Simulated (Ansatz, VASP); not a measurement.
# One calculation of WS2, two programs

```
CELL_PARAMETERS angstrom
1.65795 0.95722 6.16333
-1.65795 0.95722 6.16333
0.00000 -1.91444 6.16333
ATOMIC_POSITIONS crystal
W 0.00000 0.00000 0.00000
S 0.75030 0.75030 0.75030
S 0.58100 0.58100 0.58100
```

Change from the starting cell: strain +0.050 along x and y, +0.000 along z, atoms carried along.

Alike in both runs: task single point; functional PBEsol; dispersion D3(BJ); k mesh 12 × 12 × 12; occupations gaussian, width 0.05 eV; no spin polarisation.

|  | VASP | Ansatz |
| --- | --- | --- |
| version | VASP 6.6.1 | Ansatz 0.2.0 |
| potentials or method | VASP PAW PBE potentials, release 64 (W_sv, S), cutoff 520 eV | scalar-relativistic, plane waves, PAW |
| valence electrons in the cell | 26 | 26 |

|  | VASP | Ansatz | Ansatz less VASP |
| --- | --- | --- | --- |
| gap on the k mesh at the Fermi level (eV) | 0.61 | 0.59 | -0.017 |
| least direct gap on the mesh (eV) | 1.41 | 1.41 | -0.003 |
| pressure (GPa) | -16.2 | -16.3 | -0.07 |
| traceless stress, the component that is largest in VASP (GPa) | 4.78 | 4.75 | -0.029 |
| rms of the force components (eV/Å) | 0.501 | 0.508 | +0.0065 |

VASP's potentials were made for PBE, not for PBEsol. Atom by atom the forces differ by 0.007 eV/Å (rms over components).

Neither program's run includes spin-orbit coupling.
